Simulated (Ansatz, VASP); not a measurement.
# Ti: VASP beside Ansatz

INCAR

```
  PREC = Accurate
  ENCUT = 520
  EDIFF = 1E-6
  ISMEAR = 0
  SIGMA = 0.05
  LREAL = False
  LASPH = True
  NELM = 80
  ALGO = Fast
  ISIF = 2
  LWAVE = False
  LCHARG = False
  GGA = PS
  NBANDS = 25
```

KPOINTS

```
regular mesh
0
Gamma
  9 9 12
```

File POSCAR:

```
Ti
1.0
    4.6000000000      0.0000000000      0.0000000000
   -2.3000000000      3.9837168574      0.0000000000
    0.0000000000      0.0000000000      2.8200000000
Ti
3
Direct
    0.0000000000      0.0000000000      0.0000000000
    0.3333333333      0.6666666667      0.5000000000
    0.6792177595      0.3584355189      0.5000000000
```

Input for Ansatz:

```yaml
crystal:
  lattice:
    - [4.6, 0.0, 0.0]
    - [-2.3, 3.9837168574, 0.0]
    - [0.0, 0.0, 2.82]
  atoms:
    - { symbol: Ti, position: [0.0, 0.0, 0.0] }
    - { symbol: Ti, position: [0.3333333333, 0.6666666667, 0.5] }
    - { symbol: Ti, position: [0.6792177595, 0.3584355189, 0.5] }
basis:
  ecutwfc: 500
  fft_grid_basis: typed
kpoints:
  mp_grid: { grid: [9, 9, 12] }
hamiltonian:
  xc: pbesol
  pseudopotentials: { kind: paw }
scf:
  occupations: { method: gaussian, width: 0.05 }
output:
  forces: true
  stress: true
  eigenvalues: true
  bader: true
  write_density: true
  volumetric_format: npy
```

Alike in both runs: task single point; functional PBEsol; k mesh 9 × 9 × 12; occupations gaussian, width 0.05 eV; no spin polarisation.

```csv
,VASP,Ansatz
version,VASP 6.6.1,Ansatz 0.2.0
potentials or method,"VASP PAW PBE potentials, release 64 (Ti_sv), cutoff 520 eV","scalar-relativistic, plane waves, PAW"
valence electrons in the cell,36,36
```

|  | VASP | Ansatz | Ansatz less VASP |
| --- | --- | --- | --- |
| gap on the k mesh at the Fermi level (eV) | none | none | - |
| pressure (GPa) | -4.9 | -4.7 | +0.21 |
| traceless stress, the component that is largest in VASP (GPa) | 1.09 | 1.09 | +0.003 |
| rms of the force components (eV/Å) | 0.124 | 0.125 | +0.0004 |

VASP's potentials were made for PBE, not for PBEsol. Atom by atom the forces differ by 0.001 eV/Å (rms over components). A gap of «none» marks a metal or a gap that the smearing closes.
